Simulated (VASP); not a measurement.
Set up this calculation in VASP 6.6.1, as the native input.

* Task: relaxation of cell and atoms
* Functional: PBE
* Potentials or basis: VASP PAW PBE potentials, release 64 (Cs_sv, I)
* Cutoff: 600 eV
* k mesh: 4 × 4 × 4
* Occupations: gaussian, width 0.1 eV
* Spin: no spin polarisation
* Dipole correction: no
* Further INCAR settings: ALGO = Normal; EDIFF = 1e-06; IBRION = 2; EDIFFG = -0.04; NSW = 90; ISIF = 3

The structure of Cs2I lies in POSCAR:

```
Cs2I
1.0
    0.0000000000      4.0269513996      4.0269513996
    4.0269513996      0.0000000000      4.0269513996
    4.0269513996      4.0269513996      0.0000000000
Cs I
2 1
Direct
    0.2500000000      0.2500000000      0.2500000000
    0.7500000000      0.7500000000      0.7500000000
    0.0000000000      0.0000000000      0.0000000000
```

One way to write it, as run:

INCAR

```
PREC     = Accurate       # precision mode
ENCUT    = 600            # plane-wave cutoff, eV
EDIFF    = 1E-6           # SCF threshold, eV
ISMEAR   = 0              # smearing method
SIGMA    = 0.1            # smearing width, eV
LREAL    = F              # projectors in reciprocal space
LASPH    = T              # aspherical terms in the spheres
NELM     = 100            # most SCF steps
ALGO     = Normal         # electronic algorithm
ISIF     = 3              # what is computed and relaxed
LWAVE    = F              # write WAVECAR
LCHARG   = F              # write CHGCAR
GGA      = PE             # functional
IBRION   = 2              # ionic algorithm
NSW      = 90             # ionic steps
EDIFFG   = -0.04          # ionic threshold
```

KPOINTS

```
Automatic mesh
0
Gamma
  4 4 4
```

Potentials or basis: VASP PAW PBE potentials, release 64 (Cs_sv, I).

Launch:

```console
$ cat potpaw_PBE.64/Cs_sv/POTCAR potpaw_PBE.64/I/POTCAR > POTCAR
$ mpirun -np 1 vasp_std > vasp.out
```

Results of the run:

```
Relaxed volume                         : 72.06 Å³/atom
Relaxed cell                           : a = 6.737 Å, b = 6.737 Å, c = 6.737 Å, α = 60.00°, β = 60.00°, γ = 60.00°
Space group after relaxing (to 0.05 Å) : Fm-3m (No. 225)
Energy gained by relaxing              : 368.8 meV/atom
Ionic steps                            : 6
Pressure after relaxing                : 0.0 GPa
```

Caveat: the volume moved by over 15 % at a fixed basis, so the end points are rough; an odd number of electrons without spin polarisation forces a metal; a magnetic or distorted state may lie lower.

It took 66 s on 1 thread of AMD EPYC 9R45 96-Core Processor (Zen 5), on a shared host, peak memory 0.31 GiB.
